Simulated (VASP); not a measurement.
Ge2Sb3Se, 6 atoms in the cell. It takes space group P4/mmm (No. 123, tetragonal). The conventional cell has a = 5.811 Å, b = 5.811 Å, c = 5.651 Å, α = 90.00°, β = 90.00°, γ = 90.00°. Within 3.7 Å of Ge (site symmetry mmm) lie 4 Sb at 2.83 to 2.91 Å. Sb (site symmetry 4/mmm) has 2 Se at 2.83 Å and 4 Ge at 2.91 Å within 3.7 Å. Sb (site symmetry mmm) has 2 Ge at 2.83 Å and 2 Se at 2.91 Å within 3.7 Å. Se (site symmetry 4/mmm) has 6 Sb at 2.83 to 2.91 Å within 3.7 Å. The cell was built from a structure type or drawn by symmetry, and may not be a known phase.

| Quantity | Value |
| --- | --- |
| Program | VASP 6.6.1 |
| Task | single point |
| Functional | PBE |
| Potentials or basis | VASP PAW PBE potentials, release 64 (Ge_d, Sb, Se) |
| Cutoff | 520 eV |
| k mesh | 8 × 8 × 8 |
| Occupations | gaussian, width 0.1 eV |
| Spin | no spin polarisation |
| Dipole correction | no |
| Further INCAR settings | ALGO = Normal; EDIFF = 1e-07; NBANDS = 34 |

Potentials or basis: VASP PAW PBE potentials, release 64 (Ge_d, Sb, Se).

The run is started by

```console
$ cat potpaw_PBE.64/Ge_d/POTCAR potpaw_PBE.64/Sb/POTCAR potpaw_PBE.64/Se/POTCAR > POTCAR
$ mpirun -np 1 vasp_std > vasp.out
```

Hardware: 1 thread of Intel Xeon 8259CL (shared host).

**Question.** Estimate the wall time of this run.

**Answer.** Run time: 12 min on 1 thread of Intel Xeon 8259CL, with other jobs on the host, peak memory 0.62 GiB. Counts: scf iterations 14, k points 75.
